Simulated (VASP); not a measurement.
Wanted: the native input for a VASP 6.6.1 run.

| Quantity | Value |
| --- | --- |
| Task | single point |
| Functional | PBE |
| Potentials or basis | VASP PAW PBE potentials, release 64 (Fe) |
| Cutoff | 520 eV |
| k mesh | 20 × 20 × 20 |
| Occupations | gaussian, width 0.1 eV |
| Spin | collinear spin, ferromagnetic start |
| Starting moments | [2.44] μB |
| Dipole correction | no |
| Further INCAR settings | ALGO = Fast; EDIFF = 1e-06; NBANDS = 14 |

The structure of Fe lies in POSCAR:

```
Fe
1.0
   -1.3868880419      1.3868880419      1.3868880419
    1.3868880419     -1.3868880419      1.3868880419
    1.3868880419      1.3868880419     -1.3868880419
Fe
1
Direct
    0.0000000000      0.0000000000      0.0000000000
```

This cell differs from its parent crystal: volume scaled by 0.94.

These files were run (other wordings do the same):

INCAR

```
SYSTEM = Fe
PREC = Accurate ; ENCUT = 520
EDIFF = 1E-6 ; ISMEAR = 0
SIGMA = 0.1 ; LREAL = .FALSE.
LASPH = .TRUE. ; NELM = 150
ALGO = Fast ; ISIF = 2
LWAVE = .FALSE. ; LCHARG = .FALSE.
ISPIN = 2 ; MAGMOM = 2.44
LORBIT = 11 ; LMAXMIX = 4
GGA = PE ; NBANDS = 14
```

KPOINTS

```
regular mesh
0
G
  20 20 20
  0 0 0
```

Potentials or basis: VASP PAW PBE potentials, release 64 (Fe).

The run is started by

```sh
$ cat potpaw_PBE.64/Fe/POTCAR > POTCAR
$ mpirun -np 1 vasp_std > vasp.out
```

Results of the run:

```yaml
Pressure: 13.5 GPa
Net_moment: 2.08 μB per cell
Site_moments: Fe +2.06 μB
Valence_electrons_inside_the_program's_atomic_spheres: Fe 7.41
```

It took 40 s on 1 thread of AMD EPYC 9R45 96-Core Processor (Zen 5), on a shared host, peak memory 0.14 GiB.
